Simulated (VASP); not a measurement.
# MoS2 (P6_3/mmc) in VASP: a series of runs, part 2 of 2

VASP 6.6.1. Earlier steps stand in the parts before.

## Step 4: Single point, PBEsol

This run uses another cell than the first one: it holds 42 atoms, not 6.

The input, INCAR:

```
PREC     = Accurate       # precision mode
ENCUT    = 520            # plane-wave cutoff, eV
EDIFF    = 1E-6           # SCF threshold, eV
ISMEAR   = 0              # smearing method
SIGMA    = 0.01           # smearing width, eV
LREAL    = Auto         
LASPH    = True           # aspherical terms in the spheres
NELM     = 80             # most SCF steps
ALGO     = Normal         # electronic algorithm
ISIF     = 2              # what is computed and relaxed
LWAVE    = False          # write WAVECAR
LCHARG   = True           # write CHGCAR
GGA      = PS             # functional
LELF     = True           # ELF
LVHAR    = True         
NBANDS   = 209            # bands
```

The input, KPOINTS:

```
Automatic mesh
0
Gamma
  2 2 2
```

The input, POSCAR:

```
MoS2
1.0
    6.2827767681     -5.4410442775      0.0000000000
    1.5706941834      8.1615664263      0.0000000000
    0.0000000000      0.0000000000     12.5850876774
Mo S
14 28
Direct
    0.1904761905      0.2380952381      0.2500000000
    0.9047619048      0.3809523810      0.2500000000
    0.6190476190      0.5238095238      0.2500000000
    0.3333333333      0.6666666667      0.2500000000
    0.0476190476      0.8095238095      0.2500000000
    0.7619047619      0.9523809524      0.2500000000
    0.4761904762      0.0952380952      0.2500000000
    0.9523809524      0.1904761905      0.7500000000
    0.6666666667      0.3333333333      0.7500000000
    0.3809523810      0.4761904762      0.7500000000
    0.0952380952      0.6190476190      0.7500000000
    0.8095238095      0.7619047619      0.7500000000
    0.5238095238      0.9047619048      0.7500000000
    0.2380952381      0.0476190476      0.7500000000
    0.1904761905      0.2380952381      0.6261196756
    0.9047619048      0.3809523810      0.6261196756
    0.6190476190      0.5238095238      0.6261196756
    0.3333333333      0.6666666667      0.6261196756
    0.0476190476      0.8095238095      0.6261196756
    0.7619047619      0.9523809524      0.6261196756
    0.4761904762      0.0952380952      0.6261196756
    0.9523809524      0.1904761905      0.3738803244
    0.6666666667      0.3333333333      0.3738803244
    0.3809523810      0.4761904762      0.3738803244
    0.0952380952      0.6190476190      0.3738803244
    0.8095238095      0.7619047619      0.3738803244
    0.5238095238      0.9047619048      0.3738803244
    0.2380952381      0.0476190476      0.3738803244
    0.1904761905      0.2380952381      0.8738803244
    0.9047619048      0.3809523810      0.8738803244
    0.6190476190      0.5238095238      0.8738803244
    0.3333333333      0.6666666667      0.8738803244
    0.0476190476      0.8095238095      0.8738803244
    0.7619047619      0.9523809524      0.8738803244
    0.4761904762      0.0952380952      0.8738803244
    0.9523809524      0.1904761905      0.1261196756
    0.6666666667      0.3333333333      0.1261196756
    0.3809523810      0.4761904762      0.1261196756
    0.0952380952      0.6190476190      0.1261196756
    0.8095238095      0.7619047619      0.1261196756
    0.5238095238      0.9047619048      0.1261196756
    0.2380952381      0.0476190476      0.1261196756
```

Potentials or basis: VASP PAW PBE potentials, release 64 (Mo_sv, S).

On the command line:

```console
cat potpaw_PBE.64/Mo_sv/POTCAR potpaw_PBE.64/S/POTCAR > POTCAR
mpirun -np 1 vasp_std > vasp.out
```

OUTCAR:

```text
PREC = Accurate
   ENCUT = 520
   EDIFF = 1E-6
   ISMEAR = 0
   LREAL = Auto
   LASPH = True
   NELM = 80
   ISIF = 2
   GGA = PS

 ion  position               nearest neighbor table
   1  0.190  0.238  0.250-  22 2.39  36 2.39  24 2.39  38 2.39  28 2.39  42 2.39   3 3.14   6 3.14
                             2 3.14   7 3.14   5 3.14   4 3.14
   2  0.905  0.381  0.250-  25 2.39  39 2.39  37 2.39  23 2.39  22 2.39  36 2.39   4 3.14   5 3.14
                             1 3.14   6 3.14   7 3.14   3 3.14
   3  0.619  0.524  0.250-  24 2.39  38 2.39  26 2.39  40 2.39  23 2.39  37 2.39   1 3.14   5 3.14
                             4 3.14   6 3.14   2 3.14   7 3.14
   4  0.333  0.667  0.250-  25 2.39  39 2.39  27 2.39  41 2.39  24 2.39  38 2.39   7 3.14   2 3.14
                             5 3.14   6 3.14   3 3.14   1 3.14
   5  0.048  0.810  0.250-  26 2.39  40 2.39  28 2.39  42 2.39  25 2.39  39 2.39   4 3.14   2 3.14
                             3 3.14   7 3.14   6 3.14   1 3.14
   6  0.762  0.952  0.250-  27 2.39  41 2.39  36 2.39  22 2.39  40 2.39  26 2.39   7 3.14   4 3.14
                             1 3.14   5 3.14   3 3.14   2 3.14
   7  0.476  0.095  0.250-  27 2.39  41 2.39  28 2.39  42 2.39  23 2.39  37 2.39   4 3.14   6 3.14
                             5 3.14   1 3.14   2 3.14   3 3.14
   8  0.952  0.190  0.750-  15 2.39  29 2.39  20 2.39  34 2.39  30 2.39  16 2.39   9 3.14  11 3.14
                            10 3.14  13 3.14  14 3.14  12 3.14
   9  0.667  0.333  0.750-  16 2.39  30 2.39  21 2.39  35 2.39  31 2.39  17 2.39  13 3.14  11 3.14
[... 46 lines left out ...]
 A1 = (   6.2827767681,  -5.4410442775,   0.0000000000)
 A2 = (   1.5706941834,   8.1615664263,   0.0000000000)
 A3 = (   0.0000000000,   0.0000000000,  12.5850876774)

Analysis of symmetry for initial positions (statically):
=====================================================================
 Subroutine PRICEL returns following result:

  LATTYP: Found a hexagonal cell.
 ALAT       =     3.1413883818
 C/A-ratio  =     4.0062183175

  Lattice vectors:

 A1 = (   1.5706941886,   2.7205221431,   0.0000000000)
 A2 = (  -3.1413883825,  -0.0000000029,   0.0000000000)
 A3 = (   0.0000000000,   0.0000000000,  12.5850876774)

   7 primitive cells build up your supercell.

[... 151 lines left out ...]
   LRPA    =     F    only Hartree local field effects (RPA)
 non-spin polarized calculation
 Gauss-broadening in eV      SIGMA  =   0.01
  energy-cutoff  :      520.00
  volume of cell :      752.88
 maximum number of plane-waves:     20302
 NGX is ok and might be reduce to    64

 number of electron     364.0000006 magnetization

 Free energy of the ion-electron system (eV)
  ---------------------------------------------------
  ext. energy  EPLUGINS =         0.00000000
  ---------------------------------------------------
  free energy    TOTEN  =      -328.32241766 eV

  energy without entropy =     -328.32241766  energy(sigma->0) =     -328.32241766

 E-fermi :   7.3159     XC(G=0): -10.9210

 val. band max:        7.2523037819   @ k =   0.0000   0.0000   0.0000
 cond. band min:       8.4944568238   @ k =   0.0000   0.0000   0.0000
 fundamental gap:      1.2421530419
 Fermi energy:         7.3158903396

 k-point     1 :       0.0000    0.0000    0.0000
  band No.  band energies     occupation
      1     -54.0323      2.00000
      2     -54.0323      2.00000
      3     -53.9927      2.00000
      4     -53.9927      2.00000
      5     -53.9927      2.00000
      6     -53.9927      2.00000
[... 777 lines left out ...]
    193       8.9324      0.00000
    194       8.9324      0.00000
 [bands above 194 left out]

------------------------ aborting loop because EDIFF is reached ----------------------------------------

  FORCE on cell =-STRESS in cart. coord.  units (eV):
  Direction    XX          YY          ZZ          XY          YZ          ZX
  --------------------------------------------------------------------------------------
  -------------------------------------------------------------------------------------
  Total        0.0501443      0.0501443     -0.1699213     -0.0000000      0.0000000      0.0000000
  in kB        0.1067098      0.1067098     -0.3616015     -0.0000001      0.0000000      0.0000000
  external PRESSURE =      -0.0493940 kB  Pullay stress =       0.0000000 kB

 VOLUME and BASIS-vectors are now :
 -----------------------------------------------------------------------------
  energy-cutoff  :      520.00
  volume of cell :      752.88
      direct lattice vectors                 reciprocal lattice vectors
     6.282776768 -5.441044277  0.000000000     0.136427393 -0.026255464  0.000000000
     1.570694183  8.161566426  0.000000000     0.090951596  0.105021856  0.000000000
     0.000000000  0.000000000 12.585087677     0.000000000  0.000000000  0.079459121

 POSITION                                       TOTAL-FORCE (eV/Angst)
 -----------------------------------------------------------------------------------
      1.57069      0.90684      3.14627         0.000000     -0.000000      0.000000
      6.28278     -1.81368      3.14627         0.000000     -0.000000      0.000000
      4.71208      0.90684      3.14627         0.000000      0.000000      0.000000
      3.14139      3.62736      3.14627         0.000000     -0.000000      0.000000
      1.57069      6.34788      3.14627         0.000000     -0.000000      0.000000
      6.28278      3.62736      3.14627         0.000000     -0.000000      0.000000
[... 34 lines left out ...]
      4.71208      4.53420      1.58723         0.000000     -0.000000     -0.006155
      1.57069     -0.90684      1.58723         0.000000      0.000000     -0.006155
 -----------------------------------------------------------------------------------
    total drift:                               -0.000000     -0.000000      0.000000

  FREE ENERGIE OF THE ION-ELECTRON SYSTEM (eV)
  ---------------------------------------------------
  free  energy   TOTEN  =      -328.3224176565 eV

  energy  without entropy=     -328.3224176565  energy(sigma->0) =     -328.32241766
```

Run time: 19 min. Hardware: 1 thread of Intel Xeon Platinum 8259CL at 2.50GHz (Skylake/Cascade Lake), shared host; peak memory 0.99 GiB.

What came out:

```
Free energy            : -328.3224 eV
Pressure               : 0.0 GPa
Largest force          : 0.006 eV/Å
Band gap on the k mesh : 1.24 eV
```

Forces on the atoms (eV/Å):
```
Mo   0.000  0.000  0.000
Mo   0.000  0.000  0.000
Mo   0.000  0.000  0.000
Mo   0.000  0.000  0.000
Mo   0.000  0.000  0.000
Mo   0.000  0.000  0.000
Mo   0.000  0.000  0.000
Mo   0.000  0.000  0.000
Mo   0.000  0.000  0.000
Mo   0.000  0.000  0.000
Mo   0.000  0.000  0.000
Mo   0.000  0.000  0.000
Mo   0.000  0.000  0.000
Mo   0.000  0.000  0.000
S    0.000  0.000 -0.006
S    0.000  0.000 -0.006
S    0.000  0.000 -0.006
S    0.000  0.000 -0.006
S    0.000  0.000 -0.006
S    0.000  0.000 -0.006
S    0.000  0.000 -0.006
S    0.000  0.000  0.006
S    0.000  0.000  0.006
S    0.000  0.000  0.006
S    0.000  0.000  0.006
S    0.000  0.000  0.006
S    0.000  0.000  0.006
S    0.000  0.000  0.006
S    0.000  0.000  0.006
S    0.000  0.000  0.006
S    0.000  0.000  0.006
S    0.000  0.000  0.006
S    0.000  0.000  0.006
S    0.000  0.000  0.006
S    0.000  0.000  0.006
S    0.000  0.000 -0.006
S    0.000  0.000 -0.006
S    0.000  0.000 -0.006
S    0.000  0.000 -0.006
S    0.000  0.000 -0.006
S    0.000  0.000 -0.006
S    0.000  0.000 -0.006
```

Caveat: the k points lie up to 0.44 Å⁻¹ apart; the PAW data sets were made with another functional, which shifts forces and pressure a little; this functional lacks dispersion, which binds layers or chains, so the pressure and a relaxed spacing across them are unreliable.

## Step 5: Summary

| task | cell | k mesh | cutoff (eV) | smearing | gap on the mesh (eV) | pressure (GPa) |
| --- | --- | --- | --- | --- | --- | --- |
| single point | a = 3.141, b = 3.141, c = 12.585 Å, angles 90.0, 90.0, 120.0°, 6 atoms, atomic positions A | 12 × 12 × 2 | 520 | gaussian 0.02 eV | 1.00 | 0.0 |
| relaxation of cell and atoms | relaxed from a = 3.141, b = 3.141, c = 12.585 Å, angles 90.0, 90.0, 120.0°, 6 atoms, atomic positions A | 12 × 12 × 2 | 600 | gaussian 0.02 eV | 1.00 | 0.0 |
| single point | a = 8.311, b = 8.311, c = 12.585 Å, angles 90.0, 90.0, 120.0°, 42 atoms, atomic positions B | 2 × 2 × 2 | 520 | gaussian 0.01 eV | 1.24 | 0.0 |

Alike in all rows: level PBEsol; potentials or basis VASP PAW PBE potentials, release 64 (Mo_sv, S); no spin polarisation.

Caveats: some runs use coarse meshes; the PAW data sets were made with another functional, which shifts forces and pressure a little; this functional lacks dispersion, which binds layers or chains, so the pressure and a relaxed spacing across them are unreliable.

Absolute energies hang on the potentials; compare differences alone.
